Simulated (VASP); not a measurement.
# H (a cell with a defect) in VASP: a series of runs

The runs below take H (a cell with a defect) through single point, with PBE.

Program: VASP 6.6.1. These are calculated values, not measurements. Logs are shortened: lines on timing, memory, paths and dates and some standing lists are left out, and cuts for length are marked.

## 1. The cell of the first run

The cell holds a defect, 15 atoms: a = 6.763 Å, b = 6.763 Å, c = 7.013 Å, α = 114.36°, β = 114.36°, γ = 98.31°.

## 2. Single point, PBE (atoms taken out, then relaxed in part)

The input, INCAR:

```
SYSTEM = H
  PREC = Accurate
  ENCUT = 520
  EDIFF = 1E-6
  ISMEAR = 0
  SIGMA = 0.05
  LREAL = Auto
  LASPH = .True.
  NELM = 60
  ALGO = Normal
  ISIF = 2
  LWAVE = .False.
  LCHARG = .True.
  GGA = PE
  LELF = .True.
  LVHAR = .True.
  NBANDS = 20
```

The input, KPOINTS:

```
regular mesh
0
Gamma
  4 4 4
  0 0 0
```

The input, POSCAR:

```
H
1.0
    0.0000000000      5.1157026800      4.4228899490
    0.0000000000     -5.1157026800      4.4228899490
    5.4429556930      0.0000000000     -4.4228899490
H
15
Direct
    0.5460496105      0.0057614890      0.5000000000
    0.5492900833      0.5010522046     -0.0129668766
    0.0622569599      0.0140190812      0.0129668766
    0.5071277748      0.4444169403      0.5000000000
    0.9810661790      0.9416991399      0.5000000000
    0.9979049394      0.4504510686      0.0083215050
    0.4895834344      0.9421295636     -0.0083215050
    0.5119472516      0.5561391881      0.5000000000
   -0.0060685855      0.0540939204      0.5000000000
   -0.0038029376      0.5427540935     -0.0251538952
    0.5213509576      0.0679079888      0.0251538952
    0.9649653479      0.4980015902      0.5000000000
    0.4338431246      0.9885733436      0.5000000000
    0.4451110322      0.4933340856      0.0018473672
    0.9432636650      0.9914867185     -0.0018473672
```

Potentials or basis: VASP PAW PBE potentials, release 64 (H).

Launch:

```
$ cat potpaw_PBE.64/H/POTCAR > POTCAR
$ mpirun -np 1 vasp_std > vasp.out
```

OUTCAR:

```text
SYSTEM = H
   PREC = Accurate
   ENCUT = 520
   EDIFF = 1E-6
   ISMEAR = 0
   LREAL = Auto
   LASPH = .True.
   NELM = 60
   ISIF = 2
   GGA = PE

 ion  position               nearest neighbor table
   1  0.546  0.006  0.500-  13 0.75
   2  0.549  0.501  0.987-  14 0.75
   3  0.062  0.014  0.013-  15 0.75
   4  0.507  0.444  0.500-   8 0.75
   5  0.981  0.942  0.500-   9 0.75
   6  0.998  0.450  0.008-  10 0.75
   7  0.490  0.942  0.992-  11 0.75
   8  0.512  0.556  0.500-   4 0.75
   9  0.994  0.054  0.500-   5 0.75
  10  0.996  0.543  0.975-   6 0.75
  11  0.521  0.068  0.025-   7 0.75
  12  0.965  0.498  0.500-
  13  0.434  0.989  0.500-   1 0.75
  14  0.445  0.493  0.002-   2 0.75
  15  0.943  0.991  0.998-   3 0.75

  LATTYP: Found a face centered orthorhombic cell.
 ALAT       =     8.8457798980
 B/A-ratio  =     1.1566425434
 C/A-ratio  =     1.2306333089

  Lattice vectors:

 A1 = (   5.4429556930,  -5.1157026800,   0.0000000000)
 A2 = (   5.4429556930,   0.0000000000,   4.4228899490)
 A3 = (   0.0000000000,  -5.1157026800,   4.4228899490)

Analysis of symmetry for initial positions (statically):
=====================================================================
 Subroutine PRICEL returns:
 Original cell was already a primitive cell.

 Routine SETGRP: Setting up the symmetry group for a
 face centered orthorhombic supercell.

 Subroutine GETGRP returns: Found  2 space group operations
 (whereof  1 operations were pure point group operations)
 out of a pool of  8 trial point group operations.

The static configuration has the point symmetry C_1 .
 The point group associated with its full space group is C_1h.

Analysis of symmetry for dynamics (positions and initial velocities):
=====================================================================
 Subroutine PRICEL returns:
 Original cell was already a primitive cell.

 Routine SETGRP: Setting up the symmetry group for a
 face centered orthorhombic supercell.

 Subroutine GETGRP returns: Found  2 space group operations
 (whereof  1 operations were pure point group operations)
 out of a pool of  8 trial point group operations.

[... 137 lines left out ...]
   NELECT =      15.0000    total number of electrons
   NUPDOWN=      -1.0000    fix difference up-down
   EMIN   =  10.00;   EMAX   =-10.00  energy-range for DOS
   EFERMI =   0.00;   METHOD = LEGACY
   ISMEAR =     0;   SIGMA  =   0.05  broadening in eV -4-tet -1-fermi 0-gaus
   EFERMI_NEDOS =   21; number of points for ismear=-14 and -15
   IALGO  =     38    algorithm
   IMIX   =      4    mixing-type and parameters
     AMIX     =   0.40;   BMIX     =  1.00
     AMIX_MAG =   1.60;   BMIX_MAG =  1.00
  volume/ion in A,a.u.               =      16.42       110.81
  Fermi-wavevector in a.u.,A,eV,Ry     =   0.644090  1.217153  5.644402  0.414852
  Thomas-Fermi vector in A             =   1.711304
   LORBIT       =      0    0 simple, 1 ext, 2 COOP (PROOUT), +10 PAW based schemes
   GGA     = PE    functional components
   LHFCALC =     F    Hartree Fock is set to
   AEXX    =    0.0000 exact exchange contribution
   IVDW    =     0    specifies the selected vdW correction
   LEPSILON=     F    determine dielectric tensor
   LRPA    =     F    only Hartree local field effects (RPA)
 non-spin polarized calculation
 Gauss-broadening in eV      SIGMA  =   0.05
  energy-cutoff  :      520.00
  volume of cell :      246.31
 maximum number of plane-waves:      6650
   NGX = 25   NGY = 25   NGZ = 27

 number of electron      15.0000001 magnetization

 Free energy of the ion-electron system (eV)
  ---------------------------------------------------
  ext. energy  EPLUGINS =         0.00000000
  ---------------------------------------------------
  free energy    TOTEN  =       -47.60500931 eV

  energy without entropy =      -47.58289314  energy(sigma->0) =      -47.59395122

 E-fermi :  -5.4785     XC(G=0):  -4.6393

 val. band max:       -5.4849403126   @ k =   0.2500   0.2500   0.2500
 cond. band min:      -5.4783911852   @ k =   0.0000   0.2500   0.5000
 fundamental gap:      0.0065491274
 Fermi energy:        -5.4784691159

 k-point     1 :       0.0000    0.0000    0.0000
  band No.  band energies     occupation
      1     -10.1790      2.00000
      2      -9.3078      2.00000
      3      -9.3025      2.00000
      4      -9.2883      2.00000
      5      -9.2738      2.00000
      6      -9.0706      2.00000
[... 504 lines left out ...]
      5      -9.3743      2.00000
      6      -9.1714      2.00000
[... 11 lines left out ...]
     18       3.5769      0.00000
     19       4.0051      0.00000
 [bands above 19 left out]

------------------------ aborting loop because EDIFF is reached ----------------------------------------

  FORCE on cell =-STRESS in cart. coord.  units (eV):
  Direction    XX          YY          ZZ          XY          YZ          ZX
  --------------------------------------------------------------------------------------
  -------------------------------------------------------------------------------------
  Total       -0.2405265     -0.3723195     -0.3496278      0.0000000      0.0729047      0.0000000
  in kB       -1.5645780     -2.4218664     -2.2742614      0.0000000      0.4742311      0.0000000
  external PRESSURE =      -2.0869019 kB  Pullay stress =       0.0000000 kB

 VOLUME and BASIS-vectors are now :
 -----------------------------------------------------------------------------
  energy-cutoff  :      520.00
  volume of cell :      246.31
      direct lattice vectors                 reciprocal lattice vectors
     0.000000000  5.115702680  4.422889949     0.091861854  0.097738284  0.113048257
     0.000000000 -5.115702680  4.422889949     0.091861854 -0.097738284  0.113048257
     5.442955693  0.000000000 -4.422889949     0.183723708  0.000000000  0.000000000

 POSITION                                       TOTAL-FORCE (eV/Angst)
 -----------------------------------------------------------------------------------
      2.72148      2.76395      0.22915         0.000000     -0.006903     -0.008670
      5.37238      0.24677      0.28001         0.001611     -0.012484     -0.013305
      0.07058      0.24677      0.28001        -0.001611     -0.012484     -0.013305
      2.72148      0.32081      1.99713         0.000000     -0.012917      0.012616
      2.72148      0.20139      6.29273         0.000000     -0.009628      0.010236
      0.04529      2.80061      6.36911        -0.008300     -0.023782      0.026086
      5.39766     -2.31509      1.94622         0.008300     -0.023782      0.026086
      2.72148     -0.22607      2.51258         0.000000      0.011599     -0.013153
      2.72148      4.80793      2.42386         0.000000      0.010787     -0.011291
      5.30604      2.31968      2.49497         0.007786      0.023743     -0.026275
      0.13691      2.31968      2.49497        -0.007786      0.023743     -0.026275
      2.72148      2.38885      4.25910         0.000000      0.001446      0.001555
      2.72148     -2.83783      4.07975         0.000000      0.006779      0.008935
      0.01006     -0.24669      4.14247        -0.002235      0.011942      0.013380
      5.43290     -0.24669      4.14247         0.002235      0.011942      0.013380
 -----------------------------------------------------------------------------------
    total drift:                                0.000009      0.000278      0.000314

  FREE ENERGIE OF THE ION-ELECTRON SYSTEM (eV)
  ---------------------------------------------------
  free  energy   TOTEN  =       -47.6050093069 eV

  energy  without entropy=      -47.5828931362  energy(sigma->0) =      -47.59395122
```

stdout:

```text
POSCAR found type information on POSCAR H
 POSCAR found :  1 types and      15 ions
 scaLAPACK will be used
 LDA part: xc-table for (Slater+PW92), standard interpolation
 POSCAR, INCAR and KPOINTS ok, starting setup
 FFT: planning ... GRIDC
 FFT: planning ... GRID_SOFT
 FFT: planning ... GRID
 WAVECAR not read
 entering main loop
```

Run time: 3.2 min. Hardware: 1 thread of Intel Xeon Platinum 8259CL at 2.50GHz (Skylake/Cascade Lake), shared host; peak memory 0.37 GiB.

What came out:

```
Free energy            : -47.6050 eV
Pressure               : -0.2 GPa
Largest force          : 0.036 eV/Å
Band gap on the k mesh : zero (an odd number of electrons rules out a gap without spin polarisation)
```

Forces on the atoms (eV/Å):
```
H    0.000 -0.007 -0.009
H    0.002 -0.012 -0.013
H   -0.002 -0.012 -0.013
H    0.000 -0.013  0.013
H    0.000 -0.010  0.010
H   -0.008 -0.024  0.026
H    0.008 -0.024  0.026
H    0.000  0.012 -0.013
H    0.000  0.011 -0.011
H    0.008  0.024 -0.026
H   -0.008  0.024 -0.026
H    0.000  0.001  0.002
H    0.000  0.007  0.009
H   -0.002  0.012  0.013
H    0.002  0.012  0.013
```

Stress tensor (GPa, compression positive):
```
-0.16  0.00  0.00
 0.00 -0.24  0.05
 0.00  0.05 -0.23
```

Caveat: the cell differs from its parent crystal (atoms taken out, then relaxed in part).

## 3. Single point, PBE (atoms taken out, then relaxed in part)

The input, INCAR:

```
PREC = Accurate
ENCUT = 520
EDIFF = 1E-6
ISMEAR = 0
SIGMA = 0.05
LREAL = Auto
LASPH = True
NELM = 80
ALGO = Normal
ISIF = 2
LWAVE = False
LCHARG = True
GGA = PE
LELF = True
LVHAR = True
NBANDS = 20
```

The input, KPOINTS:

```
regular mesh
0
Gamma
  4 4 4
```

The input, POSCAR:

```
H
1.0
    0.0000000000      5.1157026800      4.4228899490
    0.0000000000     -5.1157026800      4.4228899490
    5.4429556930      0.0000000000     -4.4228899490
H
15
Direct
    0.5096390447     -0.0731775320      0.5000000000
    0.5560130878      0.5084844031     -0.0041869749
    0.0602000627      0.0126713780      0.0041869749
    0.3945936617      0.5030674598      0.5000000000
    0.9996400597      0.9656480438      0.5000000000
    0.9670280053      0.4266097311     -0.0387535382
    0.5057815435      0.9653632693      0.0387535382
    0.2556273224      0.4947795513      0.5000000000
   -0.0150672483      0.0736800979      0.5000000000
    0.0122430311      0.5562271843      0.0120007770
    0.5002422541      0.0442264073     -0.0120007770
    1.1164902312      0.4861441739      0.5000000000
    0.4635439212      1.0215472510      0.5000000000
    0.4424852969      0.4878370760     -0.0069090557
    0.9493943525      0.9947461317      0.0069090557
```

Potentials or basis: VASP PAW PBE potentials, release 64 (H).

Launch:

```
$ cat potpaw_PBE.64/H/POTCAR > POTCAR
$ mpirun -np 1 vasp_std > vasp.out
```

OUTCAR:

```text
PREC = Accurate
   ENCUT = 520
   EDIFF = 1E-6
   ISMEAR = 0
   LREAL = Auto
   LASPH = True
   NELM = 80
   ISIF = 2
   GGA = PE

 ion  position               nearest neighbor table
   1  0.510  0.927  0.500-  13 0.75
   2  0.556  0.508  0.996-  14 0.75
   3  0.060  0.013  0.004-  15 0.75
   4  0.395  0.503  0.500-
   5  1.000  0.966  0.500-   9 0.75
[... 770 lines left out ...]
 -----------------------------------------------------------------------------
  energy-cutoff  :      520.00
  volume of cell :      246.31
      direct lattice vectors                 reciprocal lattice vectors
     0.000000000  5.115702680  4.422889949     0.091861854  0.097738284  0.113048257
     0.000000000 -5.115702680  4.422889949     0.091861854 -0.097738284  0.113048257
     5.442955693  0.000000000 -4.422889949     0.183723708  0.000000000  0.000000000

 POSITION                                       TOTAL-FORCE (eV/Angst)
 -----------------------------------------------------------------------------------
      2.72148     -2.13419      4.14187         0.000000     -0.023896      0.007957
      5.42017      0.24314      0.30378        -0.000178     -0.007637     -0.009434
      0.02279      0.24314      0.30378         0.000178     -0.007637     -0.009434
      2.72148     -0.55492      1.75881         0.000000      0.001562      0.001439
      2.72148      0.17389      6.48081         0.000000     -0.009436      0.006240
      5.23202      2.76462      1.91242         0.004286     -0.006669      0.008543
      0.21093     -2.35108      6.33531        -0.004286     -0.006669      0.008543
      2.72148     -1.22343      1.10752         0.000000     -0.002273     -0.001787
      2.72148      4.66170      2.47068         0.000000      0.009646     -0.006633
      0.06532     -2.78286      2.46120        -0.004094      0.006845     -0.008495
      5.37764      2.33284     -1.96169         0.004094      0.006845     -0.008495
      2.72148     -1.89104      0.45394         0.000000      0.000028      0.000533
      2.72148      2.26112     -0.06594         0.000000      0.024357     -0.007681
      5.40535     -0.23201     -0.27762        -0.000041      0.007467      0.009352
      0.03761     -0.23201      8.56816         0.000041      0.007467      0.009352
 -----------------------------------------------------------------------------------
    total drift:                               -0.000001      0.000167     -0.000065

  FREE ENERGIE OF THE ION-ELECTRON SYSTEM (eV)
  ---------------------------------------------------
  free  energy   TOTEN  =       -47.9496260190 eV

  energy  without entropy=      -47.9289228843  energy(sigma->0) =      -47.93927445
```

stdout:

```text
POSCAR found type information on POSCAR H
 POSCAR found :  1 types and      15 ions
 scaLAPACK will be used
 LDA part: xc-table for (Slater+PW92), standard interpolation
 POSCAR, INCAR and KPOINTS ok, starting setup
 FFT: planning ... GRIDC
 FFT: planning ... GRID_SOFT
 FFT: planning ... GRID
 WAVECAR not read
 entering main loop
```

It took 3.5 min on 1 thread of Intel Xeon Platinum 8259CL at 2.50GHz (Skylake/Cascade Lake), shared host; peak memory 0.36 GiB.

What came out:

* Free energy: -47.9496 eV
* Pressure: -0.2 GPa
* Largest force: 0.026 eV/Å
* Band gap on the k mesh: zero (an odd number of electrons rules out a gap without spin polarisation)

Forces in eV/Å, atoms in the order of the input:
```
H    0.000 -0.024  0.008
H    0.000 -0.008 -0.009
H    0.000 -0.008 -0.009
H    0.000  0.002  0.001
H    0.000 -0.009  0.006
H    0.004 -0.007  0.009
H   -0.004 -0.007  0.009
H    0.000 -0.002 -0.002
H    0.000  0.010 -0.007
H   -0.004  0.007 -0.008
H    0.004  0.007 -0.008
H    0.000  0.000  0.001
H    0.000  0.024 -0.008
H    0.000  0.007  0.009
H    0.000  0.007  0.009
```

Stress tensor (GPa, compression positive):
```
-0.14  0.00  0.00
 0.00 -0.23  0.01
 0.00  0.01 -0.20
```

Levels at points of the mesh, in eV from the Fermi level:
| k point | band 3 | band 4 | band 5 | band 6 | band 7 | band 8 | band 9 | band 10 | band 11 | band 12 |
| --- | --- | --- | --- | --- | --- | --- | --- | --- | --- | --- |
| (0.00, 0.00, 0.00) | -5.12 | -5.11 | -5.07 | -4.97 | -4.72 | 0.07 | 4.75 | 4.75 | 4.82 | 5.19 |
| (0.50, 0.00, 0.00) | -5.42 | -5.06 | -5.04 | -4.94 | -4.92 | -0.01 | 5.36 | 5.43 | 5.56 | 5.79 |
| (0.00, 0.50, 0.50) | -5.36 | -5.09 | -4.98 | -4.94 | -4.89 | 0.01 | 4.68 | 5.43 | 5.61 | 5.72 |
| (0.50, 0.50, 0.00) | -5.37 | -5.16 | -5.12 | -4.97 | -4.90 | -0.05 | 5.56 | 5.63 | 5.64 | 5.86 |
| (0.00, 0.00, 0.50) | -5.33 | -5.15 | -5.09 | -4.95 | -4.74 | 0.04 | 4.89 | 5.23 | 5.41 | 5.48 |
| (0.50, 0.50, 0.50) | -5.30 | -5.21 | -5.20 | -4.97 | -4.96 | -0.08 | 5.48 | 5.53 | 5.94 | 5.96 |

Caveat: the cell differs from its parent crystal (atoms taken out, then relaxed in part).
